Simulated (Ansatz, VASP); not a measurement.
SbW: VASP beside Ansatz

POSCAR

```
SbW
1.0
    0.0000000000      3.0537902420      3.0537902420
    3.0537902420      0.0000000000      3.0537902420
    3.0537902420      3.0537902420      0.0000000000
W Sb
1 1
Direct
    0.0000000000      0.0000000000      0.0000000000
    0.2532746191      0.2467253809      0.2532746191
```

INCAR.step1

```
PREC = Accurate ; ENCUT = 520
ISMEAR = 0 ; SIGMA = 0.05
LREAL = F ; LASPH = T
NELM = 100 ; NBANDS = 16
GGA = PE ; ALGO = Normal
EDIFF = 1E-4 ; LWAVE = T
LCHARG = F
```

Contents of INCAR.step2:

```
PREC = Accurate ; ENCUT = 520
EDIFF = 1E-6 ; ISMEAR = 0
SIGMA = 0.05 ; LREAL = F
LASPH = T ; NELM = 100
ALGO = Normal ; ISIF = 2
LWAVE = F ; LCHARG = F
METAGGA = R2SCAN ; LMIXTAU = T
NBANDS = 16 ; ISTART = 1
```

The input KPOINTS:

```
regular mesh
0
Gamma
  10 10 10
```

Input for Ansatz:

```yaml
crystal:
  lattice:
    - [0.0, 3.053790242, 3.053790242]
    - [3.053790242, 0.0, 3.053790242]
    - [3.053790242, 3.053790242, 0.0]
  atoms:
    - { symbol: W, position: [0.0, 0.0, 0.0] }
    - { symbol: Sb, position: [0.2532746191, 0.2467253809, 0.2532746191] }
basis:
  ecutwfc: 500
  ecutrho_ratio: 4
kpoints:
  mp_grid: { grid: [10, 10, 10] }
hamiltonian:
  xc: r2scan
scf:
  occupations: { method: gaussian, width: 0.05 }
output:
  forces: true
  stress: true
  eigenvalues: true
  write_density: true
  write_potential: true
  elf: true
  volumetric_format: npy
```

Alike in both runs: task single point; functional r2SCAN; k mesh 10 × 10 × 10; occupations gaussian, width 0.05 eV; no spin polarisation.

```csv
,VASP,Ansatz
version,VASP 6.6.1,Ansatz 0.2.0
potentials or method,"VASP PAW PBE potentials, release 64 (W_sv, Sb), cutoff 520 eV","scalar-relativistic, plane waves, PAW"
valence electrons in the cell,19,29
```

VASP gave:

- gap on the k mesh at the Fermi level (eV): none
- pressure (GPa): 0.1
- traceless stress, the component that is largest in VASP (GPa): -1.19
- rms of the force components (eV/Å): 0.097

Problem. What did Ansatz give for the same quantities?

Solution. gap on the k mesh at the Fermi level (eV): none; pressure (GPa): 0.0; traceless stress, the component that is largest in VASP (GPa): -1.20; rms of the force components (eV/Å): 0.099.

VASP's potentials were made for PBE, not for r2SCAN. Atom by atom the forces differ by 0.001 eV/Å (rms over components). A gap of «none» marks a metal or a gap that the smearing closes. VASP's potentials hold 19 valence electrons a cell and Ansatz's 29, so a difference there can come from the potentials and not from the codes.

Neither program's run includes spin-orbit coupling.
